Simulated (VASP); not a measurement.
Wanted: the native input for a VASP 6.6.1 run.

| Quantity | Value |
| --- | --- |
| Task | single point |
| Functional | PBE |
| Potentials or basis | VASP PAW PBE potentials, release 64 (Gd, O) |
| Cutoff | 520 eV |
| k mesh | 8 × 8 × 8 |
| Occupations | gaussian, width 0.05 eV |
| Spin | collinear spin, ferromagnetic start |
| Starting moments | [7.0, 0.0] μB |
| Hubbard terms | Gd f U = 6.0 eV |
| Dipole correction | no |
| Further INCAR settings | ALGO = Normal; EDIFF = 1e-06; NBANDS = 23 |

The structure of GdO lies in POSCAR:

```
GdO
1.0
    0.0000000000      2.7000000000      2.7000000000
    2.7000000000      0.0000000000      2.7000000000
    2.7000000000      2.7000000000      0.0000000000
Gd O
1 1
Direct
    0.0000000000      0.0000000000      0.0000000000
    0.2500000000      0.2500000000      0.2500000000
```

The input as run:

INCAR

```
ALGO = Normal ; EDIFF = 1E-6
ENCUT = 520 ; GGA = PE
ISIF = 2 ; ISMEAR = 0
ISPIN = 2 ; LASPH = True
LCHARG = False ; LDAU = True
LDAUJ = 0 0 ; LDAUL = 3 -1
LDAUPRINT = 1 ; LDAUTYPE = 2
LDAUU = 6 0 ; LMAXMIX = 6
LORBIT = 11 ; LREAL = False
LWAVE = False ; MAGMOM = 7 0
NBANDS = 23 ; NELM = 150
PREC = Accurate ; SIGMA = 0.05
```

KPOINTS

```
k-points
0
Gamma
  8 8 8
```

Potentials or basis: VASP PAW PBE potentials, release 64 (Gd, O).

The run is started by

```console
$ cat potpaw_PBE.64/Gd/POTCAR potpaw_PBE.64/O/POTCAR > POTCAR
$ mpirun -np 1 vasp_std > vasp.out
```

Results of the run:

| Quantity | Value |
| --- | --- |
| Pressure | -0.1 GPa |
| Net moment | 7.94 μB per cell |
| Site moments | Gd +7.07; O +0.01 μB |
| Valence electrons inside the program's atomic spheres | Gd 15.16; O 5.00 |

Caveat: a cell with one magnetic atom can't hold antiferromagnetic order, which such compounds often take.

It took 68 s on 1 thread of Intel Xeon 6975P-C, with other jobs on the host, peak memory 0.21 GiB.
